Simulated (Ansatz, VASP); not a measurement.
# AlAs in VASP and in Ansatz

```xyz
2
Lattice="0.0000 2.8866 2.8866 2.8866 0.0000 2.8866 2.8866 2.8866 0.0000" Properties=species:S:1:pos:R:3 pbc="T T T"
Al    0.0000    0.0000    0.0000
As    4.3300    4.3300    4.3300
```

Alike in both runs: task single point; functional PBEsol; k mesh 6 × 6 × 6; occupations gaussian, width 0.1 eV; no spin polarisation.

|  | VASP | Ansatz |
| --- | --- | --- |
| version | VASP 6.6.1 | Ansatz 0.2.0 |
| potentials or method | VASP PAW PBE potentials, release 64 (Al, As), cutoff 500 eV | scalar-relativistic, plane waves, PAW |
| valence electrons in the cell | 8 | 18 |

```tsv
	VASP	Ansatz	Ansatz less VASP
gap on the k mesh at the Fermi level (eV)	1.41	1.42	+0.010
least direct gap on the mesh (eV)	1.53	1.51	-0.015
pressure (GPa)	-3.1	-3.3	-0.22
```

VASP's potentials were made for PBE, not for PBEsol. VASP's potentials hold 8 valence electrons a cell and Ansatz's 18, so a difference there can come from the potentials and not from the codes.
